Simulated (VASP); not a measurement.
## InSe: single point with PBE+D3(BJ)

Crystal: InSe.

```xyz
8
Lattice="4.0750 0.0000 0.0000 -2.0375 3.5290 0.0000 0.0000 0.0000 17.3932" Properties=species:S:1:pos:R:3 pbc="T T T"
In    0.0000    2.3527    2.9415
In    2.0375    1.1763   11.6381
In    0.0000    2.3527    5.7552
In    2.0375    1.1763   14.4518
Se    0.0000    2.3527   10.3636
Se    2.0375    1.1763    1.6670
Se    0.0000    2.3527   15.7262
Se    2.0375    1.1763    7.0296
```

This cell differs from its parent crystal: volume scaled by 1.06, then relaxed in part.

```
Program                : VASP 6.6.1
Task                   : single point
Functional             : PBE
Dispersion             : D3(BJ)
Potentials or basis    : VASP PAW PBE potentials, release 64 (In_d, Se)
Cutoff                 : 520 eV
k mesh                 : 12 × 12 × 2
Occupations            : gaussian, width 0.02 eV
Spin                   : no spin polarisation
Dipole correction      : no
Further INCAR settings : ALGO = Normal; EDIFF = 1e-06; NBANDS = 48
```

* Pressure: -1.0 GPa
* Largest force: 0.018 eV/Å
* Band gap on the k mesh: 0.41 eV, direct
* Dispersion energy per atom: -0.278 eV

Forces in eV/Å, atoms in the order of the input:
```
In   0.000  0.000  0.012
In   0.000  0.000  0.012
In   0.000  0.000 -0.012
In   0.000  0.000 -0.012
Se   0.000  0.000 -0.018
Se   0.000  0.000 -0.018
Se   0.000  0.000  0.018
Se   0.000  0.000  0.018
```

Levels at points of the mesh, in eV from the valence-band top:
```tsv
k point	band 35	band 36	band 37	band 38	band 39	band 40	band 41	band 42
(0.00, 0.00, 0.00)	-1.14	-1.06	-1.06	0.00	0.41	1.49	2.08	2.08
(0.50, 0.00, 0.00)	-1.96	-1.93	-1.78	-1.29	1.29	1.41	1.89	1.93
(0.00, 0.00, 0.50)	-1.09	-1.09	-0.75	-0.75	1.10	1.10	2.09	2.09
(0.50, 0.00, 0.50)	-1.99	-1.99	-1.54	-1.54	1.56	1.56	1.67	1.67
```

Run time: 8.7 min on 1 thread of AMD EPYC 7R13 Processor (Zen 3) (shared host), peak memory 0.53 GiB.

Caveat: spin-orbit coupling is left out, which moves the levels of the heavy elements. A k mesh can miss the band edges.
